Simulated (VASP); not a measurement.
# InP (kl) (F-43m) in VASP: further runs

InP (kl) is run at these levels: LDA; tasks: single point.

All numbers are computed with VASP 6.6.1; they aren't measurements. Logs are shortened: lines on timing, memory, paths and dates and some standing lists are left out, and cuts for length are marked.

### Step 1. The cell of the first run

Symmetry: F-43m, No. 216, cubic system. The conventional cell has a = 5.827 Å, b = 5.827 Å, c = 5.827 Å, α = 90.00°, β = 90.00°, γ = 90.00°. In (site symmetry -43m) has 4 P at 2.52 Å within 3.3 Å. P (site symmetry -43m) has 4 In at 2.52 Å within 3.3 Å.

### Step 2. Single point, LDA

Input file INCAR:

```
PREC = Accurate
ENCUT = 500
EDIFF = 1E-6
ISMEAR = 0
SIGMA = 0.02
LREAL = False
LASPH = True
NELM = 120
ALGO = Normal
ISIF = 2
LWAVE = False
LCHARG = True
GGA = CA
LELF = True
LVHAR = True
NBANDS = 16
GGA_COMPAT = False
```

Input file KPOINTS:

```
Automatic mesh
0
Gamma
  10 10 10
```

Input file POSCAR:

```
InP
1.0
    0.0000000000      2.9134367942      2.9134367942
    2.9134367942      0.0000000000      2.9134367942
    2.9134367942      2.9134367942      0.0000000000
In P
1 1
Direct
    0.0000000000      0.0000000000      0.0000000000
    0.7500000000      0.7500000000      0.7500000000
```

Potentials or basis: VASP PAW LDA potentials, release 64 (In_d, P).

Command:

```
> cat potpaw_LDA.64/In_d/POTCAR potpaw_LDA.64/P/POTCAR > POTCAR
> mpirun -np 1 vasp_std > vasp.out
```

OUTCAR:

```text
PREC = Accurate
   ENCUT = 500
   EDIFF = 1E-6
   ISMEAR = 0
   LREAL = False
   LASPH = True
   NELM = 120
   ISIF = 2
   GGA = CA

 ion  position               nearest neighbor table
   1  0.000  0.000  0.000-   2 2.52   2 2.52   2 2.52   2 2.52
   2  0.750  0.750  0.750-   1 2.52   1 2.52   1 2.52   1 2.52

  LATTYP: Found a face centered cubic cell.
 ALAT       =     5.8268735884

  Lattice vectors:

 A1 = (   0.0000000000,   2.9134367942,   2.9134367942)
 A2 = (   2.9134367942,   0.0000000000,   2.9134367942)
 A3 = (   2.9134367942,   2.9134367942,   0.0000000000)

Analysis of symmetry for initial positions (statically):
=====================================================================
 Subroutine PRICEL returns:
 Original cell was already a primitive cell.

 Routine SETGRP: Setting up the symmetry group for a
 face centered cubic supercell.

 Subroutine GETGRP returns: Found 24 space group operations
 (whereof 24 operations were pure point group operations)
 out of a pool of 48 trial point group operations.

The static configuration has the point symmetry T_d .

Analysis of symmetry for dynamics (positions and initial velocities):
=====================================================================
 Subroutine PRICEL returns:
 Original cell was already a primitive cell.

 Routine SETGRP: Setting up the symmetry group for a
 face centered cubic supercell.

 Subroutine GETGRP returns: Found 24 space group operations
 (whereof 24 operations were pure point group operations)
 out of a pool of 48 trial point group operations.

The dynamic configuration has the point symmetry T_d .

 Subroutine INISYM returns: Found 24 space group operations
 (whereof 24 operations are pure point group operations),
 and found     1 'primitive' translations

----------------------------------------------------------------------------------------

                                     Primitive cell

  volume of cell :      49.4592

  direct lattice vectors                    reciprocal lattice vectors
     0.000000000  2.913436794  2.913436794    -0.171618619  0.171618619  0.171618619
     2.913436794  0.000000000  2.913436794     0.171618619 -0.171618619  0.171618619
     2.913436794  2.913436794  0.000000000     0.171618619  0.171618619 -0.171618619

  length of vectors
     4.120221827  4.120221827  4.120221827     0.297252168  0.297252168  0.297252168

  position of ions in fractional coordinates (direct lattice)
     0.000000000  0.000000000  0.000000000
     0.750000000  0.750000000  0.750000000

  ion indices of the primitive-cell ions
   primitive index   ion index
                 1           1
                 2           2

----------------------------------------------------------------------------------------

 KPOINTS: Automatic mesh

Automatic generation of k-mesh.
 Grid dimensions read from file:
 generate k-points for:   10   10   10

 Generating k-lattice:

  Cartesian coordinates                     Fractional coordinates (reciprocal lattice)
    -0.017161862  0.017161862  0.017161862     0.100000000  0.000000000  0.000000000
     0.017161862 -0.017161862  0.017161862     0.000000000  0.100000000  0.000000000
     0.017161862  0.017161862 -0.017161862     0.000000000  0.000000000  0.100000000

  Length of vectors
     0.029725217  0.029725217  0.029725217

  Shift w.r.t. Gamma in fractional coordinates (k-lattice)
     0.000000000  0.000000000  0.000000000

 Subroutine IBZKPT returns following result:
 ===========================================

 Found     47 irreducible k-points:

 Following reciprocal coordinates:
            Coordinates               Weight
  0.000000  0.000000  0.000000      1.000000
  0.100000  0.000000  0.000000      8.000000
  0.200000  0.000000  0.000000      8.000000
  0.300000  0.000000  0.000000      8.000000
  0.400000  0.000000  0.000000      8.000000
  0.500000  0.000000  0.000000      4.000000
[... 16 lines left out ...]
  0.300000  0.300000  0.000000      6.000000
  0.400000  0.300000  0.000000     24.000000
 [... further k-points ...]
   k-points           NKPTS =     47   k-points in BZ     NKDIM =     47   number of bands    NBANDS=     16
   number of dos      NEDOS =    301   number of ions     NIONS =      2
   total plane-waves  NPLWV =  27000
   dimension x,y,z NGX =    30 NGY =   30 NGZ =   30
   dimension x,y,z NGXF=    60 NGYF=   60 NGZF=   60
   ions per type =               1   1
   NGX,Y,Z   is equivalent  to a cutoff of  12.10, 12.10, 12.10 a.u.
   NGXF,Y,Z  is equivalent  to a cutoff of  24.21, 24.21, 24.21 a.u.
 SYSTEM =  unknown system
   PREC   = accura    normal or accurate (medium, high low for compatibility)
   ISTART =      0    job   : 0-new  1-cont  2-samecut
   ICHARG =      2    charge: 1-file 2-atom 10-const
   ISPIN  =      1    spin polarized calculation?
   LNONCOLLINEAR =      F non collinear calculations
   LSORBIT =      F    spin-orbit coupling
   LASPH  =      T    aspherical Exc in radial PAW
   ENCUT  =  500.0 eV  36.75 Ry    6.06 a.u.   7.51  7.51  7.51*2*pi/ulx,y,z
   NELM   =    120;   NELMIN=  2; NELMDL= -5     # of ELM steps
   EDIFF  = 0.1E-05   stopping-criterion for ELM
   LREAL  =      F    real-space projection
   EDIFFG = 0.1E-04   stopping-criterion for IOM
   NSW    =      0    number of steps for IOM
   IBRION =     -1    ionic relax: 0-MD 1-quasi-New 2-CG
   NFREE  =      0    steps in history (QN), initial steepest desc. (CG)
   ISIF   =      2    stress and relaxation
   ISYM   =      2    0-nonsym 1-usesym 2-fastsym
   POTIM  = 0.5000    time-step for ionic-motion
   TEBEG  =    0.0;   TEEND  =   0.0 temperature during run
   PSTRESS=    0.0 pullay stress
   NELECT =      18.0000    total number of electrons
   NUPDOWN=      -1.0000    fix difference up-down
   EMIN   =  10.00;   EMAX   =-10.00  energy-range for DOS
   EFERMI =   0.00;   METHOD = LEGACY
   ISMEAR =     0;   SIGMA  =   0.02  broadening in eV -4-tet -1-fermi 0-gaus
   EFERMI_NEDOS =   21; number of points for ismear=-14 and -15
   IALGO  =     38    algorithm
   IMIX   =      4    mixing-type and parameters
     AMIX     =   0.40;   BMIX     =  1.00
     AMIX_MAG =   1.60;   BMIX_MAG =  1.00
  volume/ion in A,a.u.               =      24.73       166.88
  Fermi-wavevector in a.u.,A,eV,Ry     =   1.168827  2.208762 18.587674  1.366155
  Thomas-Fermi vector in A             =   2.305308
   LORBIT       =      0    0 simple, 1 ext, 2 COOP (PROOUT), +10 PAW based schemes
   GGA     = CA    functional components
   LHFCALC =     F    Hartree Fock is set to
   AEXX    =    0.0000 exact exchange contribution
   IVDW    =     0    specifies the selected vdW correction
   LEPSILON=     F    determine dielectric tensor
   LRPA    =     F    only Hartree local field effects (RPA)
 non-spin polarized calculation
 Gauss-broadening in eV      SIGMA  =   0.02
  energy-cutoff  :      500.00
  volume of cell :       49.46
 maximum number of plane-waves:      1279
   NGX = 15   NGY = 15   NGZ = 15

 number of electron      18.0000011 magnetization

 Free energy of the ion-electron system (eV)
  ---------------------------------------------------
  ext. energy  EPLUGINS =         0.00000000
  ---------------------------------------------------
  free energy    TOTEN  =        -9.67415607 eV

  energy without entropy =       -9.67415607  energy(sigma->0) =       -9.67415607

 E-fermi :   5.3051     XC(G=0):  -9.6867

 val. band max:        5.2035044382   @ k =   0.0000   0.0000   0.0000
 cond. band min:       5.8094728611   @ k =   0.0000   0.0000   0.0000
 fundamental gap:      0.6059684229
 Fermi energy:         5.3051187754

 k-point     1 :       0.0000    0.0000    0.0000
  band No.  band energies     occupation
      1      -9.0205      2.00000
      2      -9.0205      2.00000
      3      -9.0205      2.00000
      4      -8.8564      2.00000
      5      -8.8564      2.00000
      6      -6.4638      2.00000
[... 8 lines left out ...]
     15      14.6830      0.00000
     16      14.6830      0.00000

 k-point     2 :       0.1000    0.0000    0.0000
  band No.  band energies     occupation
      1      -9.0340      2.00000
      2      -9.0152      2.00000
      3      -9.0152      2.00000
      4      -8.8565      2.00000
      5      -8.8565      2.00000
      6      -6.3447      2.00000
[... 8 lines left out ...]
     15      14.1460      0.00000
     16      14.1557      0.00000

 k-point     3 :       0.2000    0.0000    0.0000
  band No.  band energies     occupation
      1      -9.0677      2.00000
      2      -9.0024      2.00000
      3      -9.0024      2.00000
      4      -8.8554      2.00000
      5      -8.8554      2.00000
      6      -6.0020      2.00000
[... 8 lines left out ...]
     15      13.7043      0.00000
     16      14.3839      0.00000

 k-point     4 :       0.3000    0.0000    0.0000
  band No.  band energies     occupation
      1      -9.1069      2.00000
      2      -8.9892      2.00000
      3      -8.9892      2.00000
      4      -8.8512      2.00000
      5      -8.8512      2.00000
      6      -5.4863      2.00000
[... 8 lines left out ...]
     15      13.9969      0.00000
     16      13.9969      0.00000

 k-point     5 :       0.4000    0.0000    0.0000
  band No.  band energies     occupation
      1      -9.1369      2.00000
      2      -8.9811      2.00000
      3      -8.9811      2.00000
      4      -8.8451      2.00000
      5      -8.8451      2.00000
      6      -4.9297      2.00000
[... 8 lines left out ...]
     15      14.9796      0.00000
     16      14.9796      0.00000

 k-point     6 :       0.5000    0.0000    0.0000
  band No.  band energies     occupation
      1      -9.1481      2.00000
      2      -8.9787      2.00000
      3      -8.9787      2.00000
      4      -8.8420      2.00000
      5      -8.8420      2.00000
      6      -4.6515      2.00000
[... 8 lines left out ...]
     15      15.8477      0.00000
     16      15.8477      0.00000

 k-point     7 :       0.1000    0.1000    0.0000
  band No.  band energies     occupation
      1      -9.0439      2.00000
      2      -9.0102      2.00000
      3      -9.0102      2.00000
      4      -8.8607      2.00000
      5      -8.8528      2.00000
      6      -6.3053      2.00000
[... 8 lines left out ...]
     15      14.4124      0.00000
     16      14.7731      0.00000

 k-point     8 :       0.2000    0.1000    0.0000
  band No.  band energies     occupation
      1      -9.0717      2.00000
      2      -8.9995      2.00000
      3      -8.9971      2.00000
      4      -8.8643      2.00000
      5      -8.8492      2.00000
      6      -6.0376      2.00000
[... 8 lines left out ...]
     15      14.5345      0.00000
     16      15.1864      0.00000

 k-point     9 :       0.3000    0.1000    0.0000
  band No.  band energies     occupation
      1      -9.1055      2.00000
      2      -8.9884      2.00000
      3      -8.9831      2.00000
      4      -8.8640      2.00000
      5      -8.8448      2.00000
      6      -5.5772      2.00000
[... 8 lines left out ...]
     15      14.6222      0.00000
     16      14.8707      0.00000
[... 172 lines left out ...]
 k-point    19 :       0.5000    0.2000    0.0000
  band No.  band energies     occupation
      1      -9.1610      2.00000
      2      -8.9648      2.00000
      3      -8.9519      2.00000
      4      -8.8684      2.00000
      5      -8.8367      2.00000
      6      -4.4785      2.00000
[... 8 lines left out ...]
     15      15.9325      0.00000
     16      16.4954      0.00000

 k-point    20 :      -0.4000    0.2000    0.0000
  band No.  band energies     occupation
      1      -9.1577      2.00000
      2      -8.9682      2.00000
      3      -8.9547      2.00000
      4      -8.8580      2.00000
      5      -8.8456      2.00000
      6      -4.3971      2.00000
[... 8 lines left out ...]
     15      14.6528      0.00000
     16      16.2589      0.00000

 k-point    21 :      -0.3000    0.2000    0.0000
  band No.  band energies     occupation
      1      -9.1418      2.00000
      2      -8.9725      2.00000
      3      -8.9645      2.00000
      4      -8.8564      2.00000
      5      -8.8505      2.00000
      6      -4.7851      2.00000
[... 8 lines left out ...]
     15      15.3850      0.00000
     16      16.5900      0.00000

 k-point    22 :      -0.2000    0.2000    0.0000
  band No.  band energies     occupation
      1      -9.1174      2.00000
      2      -8.9803      2.00000
      3      -8.9791      2.00000
      4      -8.8619      2.00000
      5      -8.8478      2.00000
      6      -5.3125      2.00000
[... 8 lines left out ...]
     15      15.4130      0.00000
     16      16.4472      0.00000

 k-point    23 :       0.3000    0.3000    0.0000
  band No.  band energies     occupation
      1      -9.1584      2.00000
      2      -8.9480      2.00000
      3      -8.9480      2.00000
      4      -8.8917      2.00000
      5      -8.8316      2.00000
      6      -5.1631      2.00000
[... 8 lines left out ...]
     15      15.4181      0.00000
     16      18.0407      0.00000

 k-point    24 :       0.4000    0.3000    0.0000
  band No.  band energies     occupation
      1      -9.1789      2.00000
      2      -8.9383      2.00000
      3      -8.9345      2.00000
      4      -8.8956      2.00000
      5      -8.8277      2.00000
      6      -4.7216      2.00000
[... 8 lines left out ...]
     15      15.8391      0.00000
     16      17.9080      0.00000

 [... further k-points ...]

------------------------ aborting loop because EDIFF is reached ----------------------------------------

  FORCE on cell =-STRESS in cart. coord.  units (eV):
  Direction    XX          YY          ZZ          XY          YZ          ZX
  --------------------------------------------------------------------------------------
  -------------------------------------------------------------------------------------
  Total        0.0056029      0.0056029      0.0056029      0.0000000      0.0000000      0.0000000
  in kB        0.1815013      0.1815013      0.1815013      0.0000000      0.0000000      0.0000000
  external PRESSURE =       0.1815013 kB  Pullay stress =       0.0000000 kB

 VOLUME and BASIS-vectors are now :
 -----------------------------------------------------------------------------
  energy-cutoff  :      500.00
  volume of cell :       49.46
      direct lattice vectors                 reciprocal lattice vectors
     0.000000000  2.913436794  2.913436794    -0.171618619  0.171618619  0.171618619
     2.913436794  0.000000000  2.913436794     0.171618619 -0.171618619  0.171618619
     2.913436794  2.913436794  0.000000000     0.171618619  0.171618619 -0.171618619

 POSITION                                       TOTAL-FORCE (eV/Angst)
 -----------------------------------------------------------------------------------
      0.00000      0.00000      0.00000        -0.000000     -0.000000     -0.000000
      4.37016      4.37016      4.37016         0.000000      0.000000      0.000000
 -----------------------------------------------------------------------------------
    total drift:                                0.000000      0.000000      0.000000

  FREE ENERGIE OF THE ION-ELECTRON SYSTEM (eV)
  ---------------------------------------------------
  free  energy   TOTEN  =        -9.6741560749 eV

  energy  without entropy=       -9.6741560749  energy(sigma->0) =       -9.67415607
```

It took 28 s on 1 thread of Intel Xeon 6975P-C, shared host; peak memory 0.17 GiB.

What came out:

- Free energy: -9.6742 eV
- Pressure: 0.0 GPa
- Band gap on the k mesh: 0.61 eV, direct

Caveat: spin-orbit coupling is left out, which moves the levels of the heavy elements. As with any semilocal functional, this LDA gap is likely too small.

### Step 3. Single point, LDA

Input file INCAR:

```
SYSTEM = InP
ALGO = Normal
EDIFF = 1E-6
ENCUT = 500
GGA = CA
GGA_COMPAT = .FALSE.
ISIF = 2
ISMEAR = 0
LASPH = .TRUE.
LCHARG = .TRUE.
LELF = .TRUE.
LREAL = .FALSE.
LVHAR = .TRUE.
LWAVE = .FALSE.
NBANDS = 16
NELM = 120
PREC = Accurate
SIGMA = 0.02
```

Input file KPOINTS:

```
k-points
0
G
  10 10 10
  0 0 0
```

POSCAR is that of step 2.

Potentials or basis: VASP PAW LDA potentials, release 64 (In_d, P).

Command:

```
> cat potpaw_LDA.64/In_d/POTCAR potpaw_LDA.64/P/POTCAR > POTCAR
> mpirun -np 1 vasp_std > vasp.out
```

It took 34 s on 1 thread of Intel Xeon 6975P-C, shared host; peak memory 0.17 GiB.

The run converged. Its results:

| Item | Value |
| --- | --- |
| Free energy | -9.6742 eV |
| Pressure | 0.0 GPa |
| Band gap on the k mesh | 0.61 eV, direct |

Levels at points of the mesh, in eV from the valence-band top:
| k point | band 6 | band 7 | band 8 | band 9 | band 10 | band 11 | band 12 | band 13 |
| --- | --- | --- | --- | --- | --- | --- | --- | --- |
| (0.00, 0.00, 0.00) | -11.67 | 0.00 | 0.00 | 0.00 | 0.61 | 3.96 | 3.96 | 3.96 |
| (0.50, 0.00, 0.00) | -9.86 | -5.92 | -1.02 | -1.02 | 1.37 | 4.71 | 4.71 | 6.93 |
| (0.50, 0.50, 0.00) | -9.16 | -5.94 | -2.42 | -2.42 | 1.57 | 2.12 | 9.10 | 9.55 |

Caveat: spin-orbit coupling is left out, which moves the levels of the heavy elements.
